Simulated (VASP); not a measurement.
# Hf3GeRu (Pm-3m) in VASP: notebook, part 2 of 2

VASP 6.6.1.

**4. Relaxation of cell and atoms, PBE**

This run uses another cell than the first one, of 23.04 Å³/atom.

INCAR

```
PREC     = Accurate       # precision mode
ENCUT    = 600            # plane-wave cutoff, eV
EDIFF    = 1E-6           # SCF threshold, eV
ISMEAR   = 0              # smearing method
SIGMA    = 0.1            # smearing width, eV
LREAL    = False          # projectors in reciprocal space
LASPH    = True           # aspherical terms in the spheres
NELM     = 60             # most SCF steps
ALGO     = Fast           # electronic algorithm
ISIF     = 3              # what is computed and relaxed
LWAVE    = False          # write WAVECAR
LCHARG   = False          # write CHGCAR
GGA      = PE             # functional
IBRION   = 2              # ionic algorithm
NSW      = 100            # ionic steps
EDIFFG   = -0.01          # ionic threshold
```

KPOINTS

```
regular mesh
0
Gamma
  8 8 8
```

POSCAR

```
Hf3GeRu
1.0
    4.8657721360      0.0000000000      0.0000000000
    0.0000000000      4.8657721360      0.0000000000
    0.0000000000      0.0000000000      4.8657721360
Hf Ge Ru
3 1 1
Direct
    0.5000000000      0.0000000000      0.0000000000
    0.0000000000      0.5000000000      0.0000000000
    0.0000000000      0.0000000000      0.5000000000
    0.0000000000      0.0000000000      0.0000000000
    0.5000000000      0.5000000000      0.5000000000
```

Potentials or basis: VASP PAW PBE potentials, release 64 (Hf_pv, Ge_d, Ru_pv).

Started as:

```bash
cat potpaw_PBE.64/Hf_pv/POTCAR potpaw_PBE.64/Ge_d/POTCAR potpaw_PBE.64/Ru_pv/POTCAR > POTCAR
mpirun -np 1 vasp_std > vasp.out
```

OUTCAR:

```text
PREC = Accurate
   ENCUT = 600
   EDIFF = 1E-6
   ISMEAR = 0
   LREAL = False
   LASPH = True
   NELM = 60
   ISIF = 3
   GGA = PE
   IBRION = 2
   NSW = 100
   EDIFFG = -0.01

 ion  position               nearest neighbor table
   1  0.500  0.000  0.000-   4 2.43   4 2.43   2 3.44   5 3.44   3 3.44   5 3.44   2 3.44   5 3.44
                             5 3.44   2 3.44   3 3.44   3 3.44   3 3.44   2 3.44
   2  0.000  0.500  0.000-   4 2.43   4 2.43   1 3.44   5 3.44   3 3.44   5 3.44   1 3.44   3 3.44
                             3 3.44   3 3.44   1 3.44   5 3.44   5 3.44   1 3.44
   3  0.000  0.000  0.500-   4 2.43   4 2.43   1 3.44   5 3.44   1 3.44   2 3.44   2 3.44   2 3.44
                             5 3.44   2 3.44   1 3.44   5 3.44   1 3.44   5 3.44
   4  0.000  0.000  0.000-   1 2.43   2 2.43   3 2.43   3 2.43   2 2.43   1 2.43
   5  0.500  0.500  0.500-   1 3.44   2 3.44   3 3.44   1 3.44   2 3.44   1 3.44   3 3.44   1 3.44
                             2 3.44   3 3.44   2 3.44   3 3.44

  LATTYP: Found a simple cubic cell.
 ALAT       =     4.8657721360

  Lattice vectors:

 A1 = (   4.8657721360,   0.0000000000,   0.0000000000)
 A2 = (   0.0000000000,   4.8657721360,   0.0000000000)
 A3 = (   0.0000000000,   0.0000000000,   4.8657721360)

Analysis of symmetry for initial positions (statically):
=====================================================================
 Subroutine PRICEL returns:
 Original cell was already a primitive cell.

 Routine SETGRP: Setting up the symmetry group for a
 simple cubic supercell.

 Subroutine GETGRP returns: Found 48 space group operations
 (whereof 48 operations were pure point group operations)
 out of a pool of 48 trial point group operations.

The static configuration has the point symmetry O_h .

Analysis of symmetry for dynamics (positions and initial velocities):
=====================================================================
 Subroutine PRICEL returns:
 Original cell was already a primitive cell.

 Routine SETGRP: Setting up the symmetry group for a
 simple cubic supercell.

 Subroutine GETGRP returns: Found 48 space group operations
[... 141 lines left out ...]
 non-spin polarized calculation
 RMM-DIIS sequential band-by-band and
 Gauss-broadening in eV      SIGMA  =   0.10
  energy-cutoff  :      600.00
  volume of cell :      115.20
 maximum number of plane-waves:      3887
 NGX is ok and might be reduce to    40
   NGX = 19   NGY = 19   NGZ = 19

--------------------------------------- Ionic step        1  -------------------------------------------

 number of electron      58.0000035 magnetization

 Free energy of the ion-electron system (eV)
  ---------------------------------------------------
  ext. energy  EPLUGINS =         0.00000000
  ---------------------------------------------------
  free energy    TOTEN  =       -39.77339379 eV

  energy without entropy =      -39.72601356  energy(sigma->0) =      -39.74970367

------------------------ aborting loop because EDIFF is reached ----------------------------------------

  FORCE on cell =-STRESS in cart. coord.  units (eV):
  Direction    XX          YY          ZZ          XY          YZ          ZX
  --------------------------------------------------------------------------------------
  -------------------------------------------------------------------------------------
  Total       -0.1915851     -0.1915851     -0.1915851      0.0000000     -0.0000000     -0.0000000
  in kB       -2.6645078     -2.6645078     -2.6645078      0.0000000     -0.0000000     -0.0000000
  external PRESSURE =      -2.6645078 kB  Pullay stress =       0.0000000 kB
[... 65 lines left out ...]
--------------------------------------- Ionic step        3  -------------------------------------------

 number of electron      58.0000035 magnetization

 Free energy of the ion-electron system (eV)
  ---------------------------------------------------
  ext. energy  EPLUGINS =         0.00000000
  ---------------------------------------------------
  free energy    TOTEN  =       -39.77362700 eV

  energy without entropy =      -39.72637988  energy(sigma->0) =      -39.75000344

 E-fermi :   4.5488     XC(G=0): -10.8635

 val. band max:        4.5441439770   @ k =   0.5000   0.2500   0.2500
 cond. band min:       4.5546886453   @ k =   0.1250   0.1250   0.0000
 fundamental gap:      0.0105446683
 Fermi energy:         4.5487906551

 k-point     1 :       0.0000    0.0000    0.0000
  band No.  band energies     occupation
      1     -37.2657      2.00000
      2     -37.2657      2.00000
      3     -37.2657      2.00000
      4     -26.5416      2.00000
      5     -26.5416      2.00000
      6     -26.5416      2.00000
[... 877 lines left out ...]
     33       5.9975      0.00000
     34       6.1622      0.00000

 [... further k-points ...]

------------------------ aborting loop because EDIFF is reached ----------------------------------------

  FORCE on cell =-STRESS in cart. coord.  units (eV):
  Direction    XX          YY          ZZ          XY          YZ          ZX
  --------------------------------------------------------------------------------------
  -------------------------------------------------------------------------------------
  Total       -0.0058499     -0.0058499     -0.0058499      0.0000000      0.0000000     -0.0000000
  in kB       -0.0815597     -0.0815597     -0.0815597      0.0000000      0.0000000     -0.0000000
  external PRESSURE =      -0.0815597 kB  Pullay stress =       0.0000000 kB
[... 20 lines left out ...]
  FREE ENERGIE OF THE ION-ELECTRON SYSTEM (eV)
  ---------------------------------------------------
  free  energy   TOTEN  =       -39.7736270015 eV

  energy  without entropy=      -39.7263798772  energy(sigma->0) =      -39.75000344

 reached required accuracy - stopping structural energy minimisation
```

CONTCAR:

```text
Hf3GeRu
   1.00000000000000
     4.8617701774459281    0.0000000000000000   -0.0000000000000000
     0.0000000000000000    4.8617701774459281    0.0000000000000000
    -0.0000000000000000   -0.0000000000000000    4.8617701774459281
  Hf              Ge              Ru
     3     1     1
Direct
     0.5000000000000000    0.0000000000000000    0.0000000000000000
     0.0000000000000000    0.5000000000000000    0.0000000000000000
     0.0000000000000000    0.0000000000000000    0.5000000000000000
     0.0000000000000000    0.0000000000000000    0.0000000000000000
     0.5000000000000000    0.5000000000000000    0.5000000000000000

  0.00000000E+00  0.00000000E+00  0.00000000E+00
  0.00000000E+00  0.00000000E+00  0.00000000E+00
  0.00000000E+00  0.00000000E+00  0.00000000E+00
  0.00000000E+00  0.00000000E+00  0.00000000E+00
  0.00000000E+00  0.00000000E+00  0.00000000E+00
```

It took 6 min on 1 thread of Intel Xeon Platinum 8488C (Sapphire Rapids), shared host; peak memory 0.37 GiB.

What came out:

```
Free energy                           : -39.7736 eV
Relaxed volume                        : 22.98 Å³/atom
Relaxed cell                          : a = 4.862 Å, b = 4.862 Å, c = 4.862 Å, α = 90.00°, β = 90.00°, γ = 90.00°
Space group after relaxing (to 0.1 Å) : Pm-3m (No. 221)
Energy gained by relaxing             : 0.0 meV/atom
Ionic steps                           : 3
Pressure after relaxing               : 0.0 GPa
Band gap on the k mesh                : zero (bands 29 and 30 overlap by 0.54 eV)
```

The path:
| step | energy change (eV) | largest force (eV/Å) | pressure (GPa) | volume (Å³) |
| --- | --- | --- | --- | --- |
| 1 | 0.0000 | 0.0000 | -0.27 | 115.20 |
| 2 | 0.0001 | 0.0000 | 0.35 | 114.56 |
| 3 | -0.0002 | 0.0000 | -0.01 | 114.92 |

Final structure:
```
CELL_PARAMETERS angstrom
4.86177 0.00000 0.00000
0.00000 4.86177 0.00000
0.00000 0.00000 4.86177
ATOMIC_POSITIONS crystal
Hf 0.50000 0.00000 0.00000
Hf 0.00000 0.50000 0.00000
Hf 0.00000 0.00000 0.50000
Ge 0.00000 0.00000 0.00000
Ru 0.50000 0.50000 0.50000
```

Levels at points of the mesh, in eV from the Fermi level:
| k point | band 25 | band 26 | band 27 | band 28 | band 29 | band 30 | band 31 | band 32 | band 33 | band 34 |
| --- | --- | --- | --- | --- | --- | --- | --- | --- | --- | --- |
| (0.00, 0.00, 0.00) | -0.84 | -0.84 | -0.84 | -0.02 | -0.02 | -0.02 | 1.20 | 1.20 | 2.88 | 2.88 |
| (0.50, 0.00, 0.00) | -1.13 | -0.90 | -0.46 | -0.46 | -0.31 | -0.24 | -0.24 | 1.36 | 1.95 | 2.21 |
| (0.50, 0.50, 0.00) | -1.13 | -0.87 | -0.72 | -0.72 | -0.39 | 0.03 | 1.12 | 1.12 | 1.14 | 1.14 |
| (0.50, 0.50, 0.50) | -1.18 | -0.57 | -0.57 | 0.30 | 0.30 | 0.30 | 1.04 | 1.04 | 1.04 | 2.15 |

Caveat: spin-orbit coupling is left out, which moves the levels of the heavy elements.

**5. Summary**

```csv
task,cell,k mesh,cutoff (eV),gap on the mesh (eV),pressure (GPa),relaxed volume (Å³/atom)
relaxation of cell and atoms,"relaxed from a = 4.201 Å, 5 atoms",4 × 4 × 4,600,none,0.1,22.92
single point,"a = 4.868 Å, 5 atoms",8 × 8 × 8,520,none,-0.4,-
relaxation of cell and atoms,"relaxed from a = 4.866 Å, 5 atoms",8 × 8 × 8,600,none,0.0,22.98
```

Alike in all rows: level PBE; potentials or basis VASP PAW PBE potentials, release 64 (Hf_pv, Ge_d, Ru_pv); no spin polarisation; smearing gaussian 0.1 eV.

Caveats: some runs use coarse meshes; spin-orbit coupling is left out, which moves the levels of the heavy elements; the volume moved by over 15 % at a fixed basis, so the end points are rough (at least some runs).

Absolute energies hang on the potentials; compare differences alone.
